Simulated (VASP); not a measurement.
# TaSi2 (P6_422) in VASP: settings compared, part 2 of 2

VASP 6.6.1. Earlier steps stand in the parts before.

## (3) Single point, PBE

This run uses another cell than the first one, of 14.47 Å³/atom.

File INCAR:

```
SYSTEM = TaSi2
PREC = Accurate
ENCUT = 520
EDIFF = 1E-7
ISMEAR = 0
SIGMA = 0.011
LREAL = .False.
LASPH = .True.
NELM = 60
ALGO = Normal
ISIF = 2
LWAVE = .False.
LCHARG = .False.
GGA = PE
NBANDS = 38
```

File KPOINTS:

```
Automatic mesh
0
Gamma
  7 7 4
  0 0 0
```

File POSCAR:

```
TaSi2
1.0
    4.7839000000      0.0000000000      0.0000000000
   -2.3919500000      4.1429789292      0.0000000000
    0.0000000000      0.0000000000      6.5700000000
Ta Si
3 6
Direct
    0.0000000000      0.5000000000      0.3333333333
    0.5000000000      0.5000000000      0.6666666667
    0.5000000000      0.0000000000      0.0000000000
    0.3179400000      0.1589700000      0.3333333333
    0.1589700000      0.8410300000      0.6666666667
    0.8410300000      0.6820600000      0.0000000000
    0.6820600000      0.8410300000      0.3333333333
    0.8410300000      0.1589700000      0.6666666667
    0.1589700000      0.3179400000      0.0000000000
```

Potentials or basis: VASP PAW PBE potentials, release 64 (Ta_pv, Si).

On the command line:

```bash
$ cat potpaw_PBE.64/Ta_pv/POTCAR potpaw_PBE.64/Si/POTCAR > POTCAR
$ mpirun -np 1 vasp_std > vasp.out
```

OUTCAR:

```text
SYSTEM = TaSi2
   PREC = Accurate
   ENCUT = 520
   EDIFF = 1E-7
   ISMEAR = 0
   LREAL = .False.
   LASPH = .True.
   NELM = 60
   ISIF = 2
   GGA = PE

 ion  position               nearest neighbor table
   1  0.000  0.500  0.333-   6 2.61   9 2.61   8 2.61   5 2.61   4 2.73   7 2.73   4 2.73   7 2.73
                             7 2.83   4 2.83   3 3.24   3 3.24   2 3.24   2 3.24
   2  0.500  0.500  0.667-   6 2.61   9 2.61   7 2.61   4 2.61   5 2.73   8 2.73   5 2.73   8 2.73
                             8 2.83   5 2.83   3 3.24   3 3.24   1 3.24   1 3.24
   3  0.500  0.000  0.000-   4 2.61   7 2.61   5 2.61   8 2.61   9 2.73   6 2.73   9 2.73   6 2.73
                             9 2.83   6 2.83   2 3.24   1 3.24   2 3.24   1 3.24
   4  0.318  0.159  0.333-   9 2.56   5 2.56   3 2.61   2 2.61   7 2.63   1 2.73   1 2.73   1 2.83
                             7 2.83   7 2.83
   5  0.159  0.841  0.667-   6 2.56   4 2.56   3 2.61   1 2.61   8 2.63   2 2.73   2 2.73   2 2.83
                             8 2.83   8 2.83
   6  0.841  0.682  0.000-   5 2.56   7 2.56   1 2.61   2 2.61   9 2.63   3 2.73   3 2.73   3 2.83
                             9 2.83   9 2.83
   7  0.682  0.841  0.333-   6 2.56   8 2.56   3 2.61   2 2.61   4 2.63   1 2.73   1 2.73   1 2.83
                             4 2.83   4 2.83
   8  0.841  0.159  0.667-   9 2.56   7 2.56   3 2.61   1 2.61   5 2.63   2 2.73   2 2.73   2 2.83
                             5 2.83   5 2.83
   9  0.159  0.318  0.000-   8 2.56   4 2.56   1 2.61   2 2.61   6 2.63   3 2.73   3 2.73   3 2.83
                             6 2.83   6 2.83

  LATTYP: Found a hexagonal cell.
 ALAT       =     4.7839000000
 C/A-ratio  =     1.3733564665

  Lattice vectors:

 A1 = (   4.7839000000,   0.0000000000,   0.0000000000)
 A2 = (  -2.3919500000,   4.1429789292,   0.0000000000)
 A3 = (   0.0000000000,   0.0000000000,   6.5700000000)

Analysis of symmetry for initial positions (statically):
=====================================================================
 Subroutine PRICEL returns:
 Original cell was already a primitive cell.

 Routine SETGRP: Setting up the symmetry group for a
 hexagonal supercell.

 Subroutine GETGRP returns: Found 12 space group operations
 (whereof  4 operations were pure point group operations)
 out of a pool of 24 trial point group operations.

The static configuration has the point symmetry D_2 .
 The point group associated with its full space group is D_6 .

Analysis of symmetry for dynamics (positions and initial velocities):
=====================================================================
 Subroutine PRICEL returns:
 Original cell was already a primitive cell.

 Routine SETGRP: Setting up the symmetry group for a
 hexagonal supercell.

 Subroutine GETGRP returns: Found 12 space group operations
 (whereof  4 operations were pure point group operations)
 out of a pool of 24 trial point group operations.

The dynamic configuration has the point symmetry D_2 .
 The point group associated with its full space group is D_6 .

 Subroutine INISYM returns: Found 12 space group operations
 (whereof  4 operations are pure point group operations),
 and found     1 'primitive' translations

----------------------------------------------------------------------------------------

                                     Primitive cell

  volume of cell :     130.2148

  direct lattice vectors                    reciprocal lattice vectors
     4.783900000  0.000000000  0.000000000     0.209034470  0.120686107  0.000000000
[... 83 lines left out ...]
   total plane-waves  NPLWV =  64800
   dimension x,y,z NGX =    36 NGY =   36 NGZ =   50
   dimension x,y,z NGXF=    72 NGYF=   72 NGZF=  100
   ions per type =               3   6
   NGX,Y,Z   is equivalent  to a cutoff of  12.51, 12.51, 12.65 a.u.
   NGXF,Y,Z  is equivalent  to a cutoff of  25.02, 25.02, 25.30 a.u.
 SYSTEM =  TaSi2
   PREC   = accura    normal or accurate (medium, high low for compatibility)
   ISTART =      0    job   : 0-new  1-cont  2-samecut
   ICHARG =      2    charge: 1-file 2-atom 10-const
   ISPIN  =      1    spin polarized calculation?
   LNONCOLLINEAR =      F non collinear calculations
   LSORBIT =      F    spin-orbit coupling
   LASPH  =      T    aspherical Exc in radial PAW
   ENCUT  =  520.0 eV  38.22 Ry    6.18 a.u.   8.89  8.89 12.22*2*pi/ulx,y,z
   NELM   =     60;   NELMIN=  2; NELMDL= -5     # of ELM steps
   EDIFF  = 0.1E-06   stopping-criterion for ELM
   LREAL  =      F    real-space projection
   EDIFFG = 0.1E-05   stopping-criterion for IOM
   NSW    =      0    number of steps for IOM
   IBRION =     -1    ionic relax: 0-MD 1-quasi-New 2-CG
   NFREE  =      0    steps in history (QN), initial steepest desc. (CG)
   ISIF   =      2    stress and relaxation
   ISYM   =      2    0-nonsym 1-usesym 2-fastsym
   POTIM  = 0.5000    time-step for ionic-motion
   TEBEG  =    0.0;   TEEND  =   0.0 temperature during run
   PSTRESS=    0.0 pullay stress
   NELECT =      57.0000    total number of electrons
   NUPDOWN=      -1.0000    fix difference up-down
   EMIN   =  10.00;   EMAX   =-10.00  energy-range for DOS
   EFERMI =   0.00;   METHOD = LEGACY
   ISMEAR =     0;   SIGMA  =   0.01  broadening in eV -4-tet -1-fermi 0-gaus
   EFERMI_NEDOS =   21; number of points for ismear=-14 and -15
   IALGO  =     38    algorithm
   IMIX   =      4    mixing-type and parameters
     AMIX     =   0.40;   BMIX     =  1.00
     AMIX_MAG =   1.60;   BMIX_MAG =  1.00
  volume/ion in A,a.u.               =      14.47        97.64
  Fermi-wavevector in a.u.,A,eV,Ry     =   1.243025  2.348976 21.022500  1.545110
  Thomas-Fermi vector in A             =   2.377353
   LORBIT       =      0    0 simple, 1 ext, 2 COOP (PROOUT), +10 PAW based schemes
   GGA     = PE    functional components
   LHFCALC =     F    Hartree Fock is set to
   AEXX    =    0.0000 exact exchange contribution
   IVDW    =     0    specifies the selected vdW correction
   LEPSILON=     F    determine dielectric tensor
   LRPA    =     F    only Hartree local field effects (RPA)
 non-spin polarized calculation
 Gauss-broadening in eV      SIGMA  =   0.01
  energy-cutoff  :      520.00
  volume of cell :      130.21
 maximum number of plane-waves:      3523
 NGX is ok and might be reduce to    36
   NGX = 17   NGY = 17   NGZ = 25

 number of electron      57.0000004 magnetization

 Free energy of the ion-electron system (eV)
  ---------------------------------------------------
  ext. energy  EPLUGINS =         0.00000000
  ---------------------------------------------------
  free energy    TOTEN  =       -72.24966618 eV

  energy without entropy =      -72.24918012  energy(sigma->0) =      -72.24942315

 E-fermi :   9.3742     XC(G=0): -12.0753

 val. band max:        9.3681903656   @ k =   0.4286   0.1429   0.2500
 cond. band min:       9.3810177625   @ k =   0.4286   0.1429   0.0000
 fundamental gap:      0.0128273970
 Fermi energy:         9.3741748593

 k-point     1 :       0.0000    0.0000    0.0000
  band No.  band energies     occupation
      1     -25.0105      2.00000
      2     -24.9969      2.00000
      3     -24.9969      2.00000
      4     -24.9358      2.00000
      5     -24.9358      2.00000
      6     -24.8382      2.00000
[... 973 lines left out ...]
     37      12.8418      0.00000
     38      13.0938      0.00000

------------------------ aborting loop because EDIFF is reached ----------------------------------------

  FORCE on cell =-STRESS in cart. coord.  units (eV):
  Direction    XX          YY          ZZ          XY          YZ          ZX
  --------------------------------------------------------------------------------------
  -------------------------------------------------------------------------------------
  Total        1.8817134      1.8817134      2.5155814     -0.0000000     -0.0000000      0.0000000
  in kB       23.1528191     23.1528191     30.9520038     -0.0000000     -0.0000000      0.0000000
  external PRESSURE =      25.7525473 kB  Pullay stress =       0.0000000 kB

 VOLUME and BASIS-vectors are now :
 -----------------------------------------------------------------------------
  energy-cutoff  :      520.00
  volume of cell :      130.21
      direct lattice vectors                 reciprocal lattice vectors
     4.783900000  0.000000000  0.000000000     0.209034470  0.120686107  0.000000000
    -2.391950000  4.142978929  0.000000000     0.000000000  0.241372215  0.000000000
     0.000000000  0.000000000  6.570000000     0.000000000  0.000000000  0.152207002

 POSITION                                       TOTAL-FORCE (eV/Angst)
 -----------------------------------------------------------------------------------
     -1.19598      2.07149      2.19000        -0.000000     -0.000000      0.000000
      1.19598      2.07149      4.38000        -0.000000     -0.000000     -0.000000
      2.39195      0.00000      0.00000        -0.000000     -0.000000     -0.000000
      1.14074      0.65861      2.19000         0.008553      0.004938     -0.000000
     -1.25121      3.48437      4.38000         0.008553     -0.004938      0.000000
      2.39195      2.82576      0.00000        -0.000000     -0.009876     -0.000000
      1.25121      3.48437      2.19000        -0.008553     -0.004938     -0.000000
      3.64316      0.65861      4.38000        -0.008553      0.004938      0.000000
     -0.00000      1.31722      0.00000        -0.000000      0.009876     -0.000000
 -----------------------------------------------------------------------------------
    total drift:                               -0.000000      0.000000      0.000000

  FREE ENERGIE OF THE ION-ELECTRON SYSTEM (eV)
  ---------------------------------------------------
  free  energy   TOTEN  =       -72.2496661845 eV

  energy  without entropy=      -72.2491801233  energy(sigma->0) =      -72.24942315
```

Wall time 2.9 min (1 thread of Intel Xeon 8259CL, shared host); peak memory 0.29 GiB.

Results:

| Quantity | Value |
| --- | --- |
| Free energy | -72.2497 eV |
| Pressure | 2.6 GPa |
| Largest force | 0.010 eV/Å |
| Band gap on the k mesh | zero (an odd number of electrons rules out a gap without spin polarisation) |

Forces on the atoms (eV/Å):
```
Ta   0.000  0.000  0.000
Ta   0.000  0.000  0.000
Ta   0.000  0.000  0.000
Si   0.009  0.005  0.000
Si   0.009 -0.005  0.000
Si   0.000 -0.010  0.000
Si  -0.009 -0.005  0.000
Si  -0.009  0.005  0.000
Si   0.000  0.010  0.000
```

Stress tensor (GPa, compression positive):
```
2.32 0.00 0.00
0.00 2.32 0.00
0.00 0.00 3.10
```

Caveat: spin-orbit coupling is left out, which moves the levels of the heavy elements.

## (4) Relaxation of cell and atoms, BLYP+D4

This run uses another cell than the first one, of 14.47 Å³/atom.

File INCAR:

```
SYSTEM = TaSi2
PREC     = Accurate       ! precision mode
ENCUT    = 600            ! plane-wave cutoff, eV
EDIFF    = 1E-6           ! SCF threshold, eV
ISMEAR   = -1             ! smearing method
SIGMA    = 0.05           ! smearing width, eV
LREAL    = .False.        ! projectors in reciprocal space
LASPH    = .True.         ! aspherical terms in the spheres
NELM     = 60             ! most SCF steps
ALGO     = Normal         ! electronic algorithm
ISIF     = 3              ! what is computed and relaxed
LWAVE    = .False.        ! write WAVECAR
LCHARG   = .False.        ! write CHGCAR
GGA      = B5             ! functional
ALDAX    = 1.0          
AGGAX    = 1.0          
AGGAC    = 1.0          
ALDAC    = 0.0          
IVDW     = 13             ! dispersion correction
IBRION   = 2              ! ionic algorithm
NSW      = 60             ! ionic steps
EDIFFG   = -0.01          ! ionic threshold
VDW_S6   = 1.0          
VDW_S8   = 2.34076671   
VDW_A1   = 0.44488865   
VDW_A2   = 4.0933009
```

File KPOINTS:

```
regular mesh
0
Gamma
  5 5 3
  0 0 0
```

POSCAR is that of step 3.

On the command line:

```bash
$ cat potpaw_PBE.64/Ta_pv/POTCAR potpaw_PBE.64/Si/POTCAR > POTCAR
$ mpirun -np 1 vasp_std > vasp.out
```

Run time: 11 min. Hardware: 1 thread of Intel Xeon 8259CL, shared host; peak memory 0.31 GiB.

It converged, with:

| Item | Value |
| --- | --- |
| Free energy | -67.4241 eV |
| Relaxed volume | 14.70 Å³/atom |
| Relaxed cell | a = 4.826 Å, b = 4.826 Å, c = 6.558 Å, α = 90.00°, β = 90.00°, γ = 120.00° |
| Space group after relaxing (to 0.1 Å) | P6_422 (No. 181) |
| Energy gained by relaxing | 2.7 meV/atom |
| Ionic steps | 8 |
| Pressure after relaxing | 0.0 GPa |
| Band gap on the k mesh | zero (an odd number of electrons rules out a gap without spin polarisation) |
| Dispersion energy per atom | -0.787 eV |

The path:
```tsv
step	energy change (eV)	largest force (eV/Å)	pressure (GPa)	volume (Å³)
1	0.0000	0.0074	2.65	130.21
2	0.0005	0.0166	-3.11	134.77
3	-0.0214	0.0071	-0.32	132.45
4	-0.0236	0.0271	0.09	132.29
5	-0.0238	0.0224	-0.02	132.33
6	-0.0238	0.0227	0.00	132.33
7	-0.0239	0.0107	0.01	132.31
8	-0.0239	0.0006	0.02	132.30
```

Final structure:
```xyz
9
Lattice="4.8264 0.0000 0.0000 -2.4132 4.1798 0.0000 0.0000 0.0000 6.5584" Properties=species:S:1:pos:R:3 pbc="T T T"
Ta    3.6198    2.0899    2.1861
Ta    1.2066    2.0899    4.3722
Ta    0.0000    4.1798    0.0000
Si    1.1493    0.6636    2.1861
Si   -1.2639    3.5162    4.3722
Si    2.4132    2.8527    0.0000
Si    1.2639    3.5162    2.1861
Si    3.6771    0.6636    4.3722
Si    0.0000    1.3271    6.5584
```

Levels at points of the mesh, in eV from the Fermi level:
```tsv
k point	band 27	band 28	band 29	band 30	band 31	band 32
(0.00, 0.00, 0.00)	-2.09	-2.09	-1.33	0.86	3.03	3.03
```

Caveat: the PAW data sets were made with another functional, which shifts forces and pressure a little; spin-orbit coupling is left out, which moves the levels of the heavy elements. Zero-point motion and thermal expansion aren't in these numbers.

## (5) Overview

| task | level | cell | k mesh | cutoff (eV) | smearing | gap on the mesh (eV) | pressure (GPa) |
| --- | --- | --- | --- | --- | --- | --- | --- |
| single point | BLYP+D4 | a = 4.817, b = 4.817, c = 6.549 Å, angles 90.0, 90.0, 120.0°, 9 atoms, atomic positions A | 5 × 5 × 3 | 520 | fermi-dirac 0.05 eV | none | 1.0 |
| single point | PBE | a = 4.784, b = 4.784, c = 6.570 Å, angles 90.0, 90.0, 120.0°, 9 atoms, atomic positions B | 7 × 7 × 4 | 520 | gaussian 0.011 eV | none | 2.6 |
| relaxation of cell and atoms | BLYP+D4 | relaxed from a = 4.784, b = 4.784, c = 6.570 Å, angles 90.0, 90.0, 120.0°, 9 atoms, atomic positions B | 5 × 5 × 3 | 600 | fermi-dirac 0.05 eV | none | 0.0 |

Alike in all rows: potentials or basis VASP PAW PBE potentials, release 64 (Ta_pv, Si); no spin polarisation.

Caveats: spin-orbit coupling is left out, which moves the levels of the heavy elements; the PAW data sets were made with another functional, which shifts forces and pressure a little (at least some runs).

Total energies depend on the potentials used, so only differences within one code and one set of settings carry meaning.

The gap in the log of VASP goes by the Fermi energy; the results here count the filled bands.